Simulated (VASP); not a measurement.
# Ge (P6_3mc) in VASP: single point with PBEsol

Aim: the single point of Ge with PBEsol.

Program: VASP 6.6.1. These are calculated values, not measurements. Logs are shortened: lines on timing, memory, paths and dates and some standing lists are left out, and cuts for length are marked.

## (1) The cell of the first run

It takes space group P6_3mc (No. 186, hexagonal). The conventional cell has a = 4.050 Å, b = 4.050 Å, c = 10.993 Å, α = 90.00°, β = 90.00°, γ = 120.00°. Ge (site symmetry 3m) has 3 Ge at 2.44 Å within 3.2 Å. Within 3.2 Å of Ge (site symmetry 3m) lie 3 Ge at 2.44 Å.

## (2) Single point, PBEsol

INCAR reads:

```
SYSTEM = Ge
PREC     = Accurate       ! precision mode
ENCUT    = 500            ! plane-wave cutoff, eV
EDIFF    = 1E-6           ! SCF threshold, eV
ISMEAR   = 1              ! smearing method
SIGMA    = 0.1            ! smearing width, eV
LREAL    = .False.        ! projectors in reciprocal space
LASPH    = .True.         ! aspherical terms in the spheres
NELM     = 120            ! most SCF steps
ALGO     = Normal         ! electronic algorithm
ISIF     = 2              ! what is computed and relaxed
LWAVE    = .False.        ! write WAVECAR
LCHARG   = .False.        ! write CHGCAR
GGA      = PS             ! functional
NBANDS   = 36             ! bands
GGA_COMPAT= .False.
```

KPOINTS reads:

```
regular mesh
0
Gamma
  7 7 3
  0 0 0
```

POSCAR reads:

```
Ge
1.0
    4.0504000000      0.0000000000      0.0000000000
   -2.0252000000      3.5077492955      0.0000000000
    0.0000000000      0.0000000000     10.9933600000
Ge
4
Direct
    0.0000000000      0.0000000000      0.9774500000
    0.0000000000      0.0000000000      0.4774500000
    0.3333333333      0.6666666667      0.9148500000
    0.6666666667      0.3333333333      0.4148500000
```

Potentials or basis: VASP PAW PBE potentials, release 64 (Ge_d).

Launch:

```
$ cat potpaw_PBE.64/Ge_d/POTCAR > POTCAR
$ mpirun -np 1 vasp_std > vasp.out
```

OUTCAR:

```text
SYSTEM = Ge
   PREC = Accurate
   ENCUT = 500
   EDIFF = 1E-6
   ISMEAR = 1
   LREAL = .False.
   LASPH = .True.
   NELM = 120
   ISIF = 2
   GGA = PS

 ion  position               nearest neighbor table
   1  0.000  0.000  0.977-   3 2.44   3 2.44   3 2.44
   2  0.000  0.000  0.477-   4 2.44   4 2.44   4 2.44
   3  0.333  0.667  0.915-   1 2.44   1 2.44   1 2.44
   4  0.667  0.333  0.415-   2 2.44   2 2.44   2 2.44

  LATTYP: Found a hexagonal cell.
 ALAT       =     4.0504000000
 C/A-ratio  =     2.7141418132

  Lattice vectors:

 A1 = (   4.0504000000,   0.0000000000,   0.0000000000)
 A2 = (  -2.0252000000,   3.5077492955,   0.0000000000)
 A3 = (   0.0000000000,   0.0000000000,  10.9933600000)

Analysis of symmetry for initial positions (statically):
=====================================================================
 Subroutine PRICEL returns:
 Original cell was already a primitive cell.

 Routine SETGRP: Setting up the symmetry group for a
 hexagonal supercell.

 Subroutine GETGRP returns: Found 12 space group operations
 (whereof  6 operations were pure point group operations)
 out of a pool of 24 trial point group operations.

The static configuration has the point symmetry C_3v.
 The point group associated with its full space group is C_6v.

Analysis of symmetry for dynamics (positions and initial velocities):
=====================================================================
 Subroutine PRICEL returns:
 Original cell was already a primitive cell.

 Routine SETGRP: Setting up the symmetry group for a
 hexagonal supercell.

 Subroutine GETGRP returns: Found 12 space group operations
 (whereof  6 operations were pure point group operations)
 out of a pool of 24 trial point group operations.

The dynamic configuration has the point symmetry C_3v.
 The point group associated with its full space group is C_6v.

 Subroutine INISYM returns: Found 12 space group operations
 (whereof  6 operations are pure point group operations),
 and found     1 'primitive' translations

----------------------------------------------------------------------------------------

                                     Primitive cell

  volume of cell :     156.1913

  direct lattice vectors                    reciprocal lattice vectors
     4.050400000  0.000000000  0.000000000     0.246889196  0.142541544  0.000000000
    -2.025200000  3.507749296  0.000000000     0.000000000  0.285083088  0.000000000
     0.000000000  0.000000000 10.993360000     0.000000000  0.000000000  0.090964000

  length of vectors
     4.050400000  4.050400000 10.993360000     0.285083088  0.285083088  0.090964000

  position of ions in fractional coordinates (direct lattice)
     0.000000000  0.000000000  0.977450000
     0.000000000  0.000000000  0.477450000
     0.333333333  0.666666667  0.914850000
     0.666666667  0.333333333  0.414850000

  ion indices of the primitive-cell ions
   primitive index   ion index
                 1           1
                 2           2
                 3           3
                 4           4

----------------------------------------------------------------------------------------

 KPOINTS: regular mesh

Automatic generation of k-mesh.
 Grid dimensions read from file:
 generate k-points for:    7    7    3

 Generating k-lattice:

  Cartesian coordinates                     Fractional coordinates (reciprocal lattice)
     0.035269885  0.020363078  0.000000000     0.142857143 -0.000000000  0.000000000
     0.000000000  0.040726155  0.000000000     0.000000000  0.142857143  0.000000000
     0.000000000  0.000000000  0.030321333     0.000000000  0.000000000  0.333333333

  Length of vectors
     0.040726155  0.040726155  0.030321333

  Shift w.r.t. Gamma in fractional coordinates (k-lattice)
     0.000000000  0.000000000  0.000000000

 Subroutine IBZKPT returns following result:
 ===========================================

 Found     16 irreducible k-points:

 Following reciprocal coordinates:
            Coordinates               Weight
  0.000000  0.000000  0.000000      1.000000
  0.142857  0.000000  0.000000      6.000000
  0.285714  0.000000  0.000000      6.000000
  0.428571  0.000000  0.000000      6.000000
  0.142857  0.142857  0.000000      6.000000
  0.285714  0.142857  0.000000     12.000000
[... 8 lines left out ...]
  0.428571  0.142857  0.333333     12.000000
  0.285714  0.285714  0.333333     12.000000
   k-points           NKPTS =     16   k-points in BZ     NKDIM =     16   number of bands    NBANDS=     36
   number of dos      NEDOS =    301   number of ions     NIONS =      4
   total plane-waves  NPLWV =  72000
   dimension x,y,z NGX =    30 NGY =   30 NGZ =   80
   dimension x,y,z NGXF=    60 NGYF=   60 NGZF=  160
   ions per type =               4
   NGX,Y,Z   is equivalent  to a cutoff of  12.31, 12.31, 12.10 a.u.
   NGXF,Y,Z  is equivalent  to a cutoff of  24.63, 24.63, 24.20 a.u.
 SYSTEM =  Ge
   PREC   = accura    normal or accurate (medium, high low for compatibility)
   ISTART =      0    job   : 0-new  1-cont  2-samecut
   ICHARG =      2    charge: 1-file 2-atom 10-const
   ISPIN  =      1    spin polarized calculation?
   LNONCOLLINEAR =      F non collinear calculations
   LSORBIT =      F    spin-orbit coupling
   LASPH  =      T    aspherical Exc in radial PAW
   ENCUT  =  500.0 eV  36.75 Ry    6.06 a.u.   7.38  7.38 20.04*2*pi/ulx,y,z
   NELM   =    120;   NELMIN=  2; NELMDL= -5     # of ELM steps
   EDIFF  = 0.1E-05   stopping-criterion for ELM
   LREAL  =      F    real-space projection
   EDIFFG = 0.1E-04   stopping-criterion for IOM
   NSW    =      0    number of steps for IOM
   IBRION =     -1    ionic relax: 0-MD 1-quasi-New 2-CG
   NFREE  =      0    steps in history (QN), initial steepest desc. (CG)
   ISIF   =      2    stress and relaxation
   ISYM   =      2    0-nonsym 1-usesym 2-fastsym
   POTIM  = 0.5000    time-step for ionic-motion
   TEBEG  =    0.0;   TEEND  =   0.0 temperature during run
   PSTRESS=    0.0 pullay stress
   NELECT =      56.0000    total number of electrons
   NUPDOWN=      -1.0000    fix difference up-down
   EMIN   =  10.00;   EMAX   =-10.00  energy-range for DOS
   EFERMI =   0.00;   METHOD = LEGACY
   ISMEAR =     1;   SIGMA  =   0.10  broadening in eV -4-tet -1-fermi 0-gaus
   EFERMI_NEDOS =   21; number of points for ismear=-14 and -15
   IALGO  =     38    algorithm
   IMIX   =      4    mixing-type and parameters
     AMIX     =   0.40;   BMIX     =  1.00
     AMIX_MAG =   1.60;   BMIX_MAG =  1.00
  volume/ion in A,a.u.               =      39.05       263.51
  Fermi-wavevector in a.u.,A,eV,Ry     =   1.163015  2.197779 18.403284  1.352603
  Thomas-Fermi vector in A             =   2.299569
   LORBIT       =      0    0 simple, 1 ext, 2 COOP (PROOUT), +10 PAW based schemes
   GGA     = PS    functional components
   LHFCALC =     F    Hartree Fock is set to
   AEXX    =    0.0000 exact exchange contribution
   IVDW    =     0    specifies the selected vdW correction
   LEPSILON=     F    determine dielectric tensor
   LRPA    =     F    only Hartree local field effects (RPA)
 non-spin polarized calculation
 Methfessel and Paxton  Order N= 1 SIGMA  =   0.10
  energy-cutoff  :      500.00
  volume of cell :      156.19
 maximum number of plane-waves:      3997
 NGX is ok and might be reduce to    30
   NGX = 15   NGY = 15   NGZ = 41

 number of electron      55.9999954 magnetization

 Free energy of the ion-electron system (eV)
  ---------------------------------------------------
  ext. energy  EPLUGINS =         0.00000000
  ---------------------------------------------------
  free energy    TOTEN  =       -17.46768272 eV

  energy without entropy =      -17.46914912  energy(sigma->0) =      -17.46817152

 E-fermi :   0.3917     XC(G=0):  -7.3161

 val. band max:        0.3414858100   @ k =   0.2857   0.2857   0.0000
 cond. band min:       1.0735077652   @ k =   0.0000   0.0000   0.0000
 fundamental gap:      0.7320219552
 Fermi energy:         0.3916848631

 k-point     1 :       0.0000    0.0000    0.0000
  band No.  band energies     occupation
      1     -23.7209      2.00000
      2     -23.7209      2.00000
      3     -23.7209      2.00000
      4     -23.7209      2.00000
      5     -23.6750      2.00000
      6     -23.6750      2.00000
[... 28 lines left out ...]
     35       4.5835      0.00000
     36       4.5835      0.00000

 k-point     2 :       0.1429    0.0000    0.0000
  band No.  band energies     occupation
      1     -23.7303      2.00000
      2     -23.7303      2.00000
      3     -23.7273      2.00000
      4     -23.7273      2.00000
      5     -23.6909      2.00000
      6     -23.6909      2.00000
[... 28 lines left out ...]
     35       5.3271      0.00000
     36       5.3642      0.00000

 k-point     3 :       0.2857    0.0000    0.0000
  band No.  band energies     occupation
      1     -23.7400      2.00000
      2     -23.7400      2.00000
      3     -23.7356      2.00000
      4     -23.7356      2.00000
      5     -23.7071      2.00000
      6     -23.7070      2.00000
[... 28 lines left out ...]
     35       6.7628      0.00000
     36       6.9279      0.00000
[... 430 lines left out ...]
 k-point    15 :       0.4286    0.1429    0.3333
  band No.  band energies     occupation
      1     -23.7511      2.00000
      2     -23.7511      2.00000
      3     -23.7323      2.00000
      4     -23.7323      2.00000
      5     -23.7269      2.00000
      6     -23.7269      2.00000
[... 28 lines left out ...]
     35       6.8919      0.00000
     36       7.2087      0.00000

 k-point    16 :       0.2857    0.2857    0.3333
  band No.  band energies     occupation
      1     -23.7590      2.00000
      2     -23.7590      2.00000
      3     -23.7321      2.00000
      4     -23.7321      2.00000
      5     -23.7265      2.00000
      6     -23.7264      2.00000
[... 28 lines left out ...]
     35       6.2745      0.00000
     36       6.5922      0.00000

------------------------ aborting loop because EDIFF is reached ----------------------------------------

  FORCE on cell =-STRESS in cart. coord.  units (eV):
  Direction    XX          YY          ZZ          XY          YZ          ZX
  --------------------------------------------------------------------------------------
  -------------------------------------------------------------------------------------
  Total       -2.1085129     -2.1085129     -0.6798225      0.0000000      0.0000000      0.0000000
  in kB      -21.6286757    -21.6286757     -6.9734745      0.0000000      0.0000000      0.0000000
  external PRESSURE =     -16.7436086 kB  Pullay stress =       0.0000000 kB

 VOLUME and BASIS-vectors are now :
 -----------------------------------------------------------------------------
  energy-cutoff  :      500.00
  volume of cell :      156.19
      direct lattice vectors                 reciprocal lattice vectors
     4.050400000  0.000000000  0.000000000     0.246889196  0.142541544  0.000000000
    -2.025200000  3.507749296  0.000000000     0.000000000  0.285083088  0.000000000
     0.000000000  0.000000000 10.993360000     0.000000000  0.000000000  0.090964000

 POSITION                                       TOTAL-FORCE (eV/Angst)
 -----------------------------------------------------------------------------------
      0.00000      0.00000     10.74546        -0.000000      0.000000     -0.180321
      0.00000      0.00000      5.24878         0.000000     -0.000000     -0.180321
     -0.00000      2.33850     10.05728         0.000000     -0.000000      0.180321
      2.02520      1.16925      4.56060        -0.000000      0.000000      0.180321
 -----------------------------------------------------------------------------------
    total drift:                               -0.000000     -0.000001     -0.005194

  FREE ENERGIE OF THE ION-ELECTRON SYSTEM (eV)
  ---------------------------------------------------
  free  energy   TOTEN  =       -17.4676827223 eV

  energy  without entropy=      -17.4691491196  energy(sigma->0) =      -17.46817152
```

It took 91 s on 1 thread of AMD EPYC 7R13, shared host; peak memory 0.27 GiB.

Results:

- Free energy: -17.4677 eV
- Pressure: -1.7 GPa
- Largest force: 0.180 eV/Å
- Band gap on the k mesh: 0.73 eV, indirect (least direct gap 0.80 eV)

Forces in eV/Å, atoms in the order of the input:
```
Ge   0.000  0.000 -0.180
Ge   0.000  0.000 -0.180
Ge   0.000  0.000  0.180
Ge   0.000  0.000  0.180
```

Stress tensor (GPa, compression positive):
```
-2.16  0.00  0.00
 0.00 -2.16  0.00
 0.00  0.00 -0.70
```

Caveat: the PAW data sets were made with another functional, which shifts forces and pressure a little. A k mesh can miss the band edges.
